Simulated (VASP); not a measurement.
MgNi2S3: single point with PBE

Crystal: MgNi2S3.

```
Mg Ni S
1.0
    -1.74168    1.74168    7.28820
     1.74168   -1.74168    7.28820
     1.74168    1.74168   -7.28820
Mg Ni S
1 2 3
Direct
  0.00000 0.00000 0.00000
  0.66750 0.66750 0.00000
  0.33250 0.33250 0.00000
  0.17727 0.17727 0.00000
  0.82273 0.82273 0.00000
  0.50000 0.50000 0.00000
```

```yaml
Program: VASP 6.6.1
Task: single point
Functional: PBE
Potentials_or_basis: VASP PAW PBE potentials, release 64 (Mg, Ni, S)
Cutoff: 520 eV
k_mesh: 16 × 16 × 16
Occupations: gaussian, width 0.1 eV
Spin: no spin polarisation
```

```
Pressure               : -0.1 GPa
Largest force          : 0.019 eV/Å
Band gap on the k mesh : zero (bands 20 and 21 overlap by 2.09 eV)
```

Forces on the atoms (eV/Å):
```
Mg   0.000  0.000  0.000
Ni   0.000  0.000 -0.008
Ni   0.000  0.000  0.008
S    0.000  0.000 -0.019
S    0.000  0.000  0.019
S    0.000  0.000  0.000
```

Levels at points of the mesh, in eV from the Fermi level:
```tsv
k point	band 16	band 17	band 18	band 19	band 20	band 21	band 22	band 23	band 24	band 25
(0.00, 0.00, 0.00)	-1.35	-1.31	-1.10	-1.10	-0.89	-0.89	-0.30	3.13	3.16	3.81
(0.50, 0.00, 0.00)	-1.08	-1.08	-1.01	0.07	1.20	1.38	1.41	3.90	4.96	5.08
(0.50, 0.50, 0.00)	-1.31	-1.20	-1.10	-1.10	-1.09	-0.89	-0.85	1.82	3.79	4.48
(0.50, 0.50, 0.50)	-1.61	-0.89	-0.89	-0.71	-0.71	-0.54	-0.37	1.80	4.07	5.53
```

Run time: 40 min on 1 thread of AMD EPYC 9R45 96-Core Processor (Zen 5) (shared host), peak memory 1.1 GiB.

Caveat: the run has no spin polarisation, though such a crystal can be magnetic. With open d or f shells a metallic result of PBE can be an artefact of self-interaction; +U or a hybrid may open a gap.
